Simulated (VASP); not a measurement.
Here is a VASP 6.6.1 calculation.

Contents of INCAR:

```
  PREC = Accurate
  ENCUT = 600
  EDIFF = 1E-6
  ISMEAR = 0
  SIGMA = 0.01
  LREAL = False
  LASPH = True
  NELM = 80
  ALGO = Normal
  ISIF = 3
  LWAVE = False
  LCHARG = False
  GGA = PE
  IVDW = 12
  IBRION = 2
  NSW = 80
  EDIFFG = -0.01
```

Contents of KPOINTS:

```
regular mesh
0
Gamma
  6 6 6
```

The input POSCAR:

```
BaTiO3
1.0
    3.9998000000      0.0000000000      0.0000000000
    0.0000000000      3.9998000000      0.0000000000
    0.0000000000      0.0000000000      4.0180000000
Ba Ti O
1 1 3
Direct
    0.0000000000      0.0000000000      0.0000000000
    0.5000000000      0.5000000000      0.4900000000
    0.5000000000      0.5000000000      0.0190000000
    0.5000000000      0.0000000000      0.5170000000
    0.0000000000      0.5000000000      0.5170000000
```

Potentials or basis: VASP PAW PBE potentials, release 64 (Ba_sv, Ti_sv, O).

The run is started by

```bash
$ cat potpaw_PBE.64/Ba_sv/POTCAR potpaw_PBE.64/Ti_sv/POTCAR potpaw_PBE.64/O/POTCAR > POTCAR
$ mpirun -np 1 vasp_std > vasp.out
```

Problem. Predict the space group after relaxing (to 0.1 Å).

Solution. P4mm (No. 99).

Problem. Predict the relaxed cell.

Solution. a = 3.985 Å, b = 3.985 Å, c = 4.111 Å, α = 90.00°, β = 90.00°, γ = 90.00°.

Problem. What does it give for the relaxed volume?

Solution. 13.06 Å³/atom.

Forces on the atoms (eV/Å):
```
Ba   0.000  0.000 -0.004
Ti   0.000  0.000  0.003
O    0.000  0.000  0.002
O    0.000  0.000  0.000
O    0.000  0.000  0.000
```

 Zero-point motion and thermal expansion aren't in these numbers.
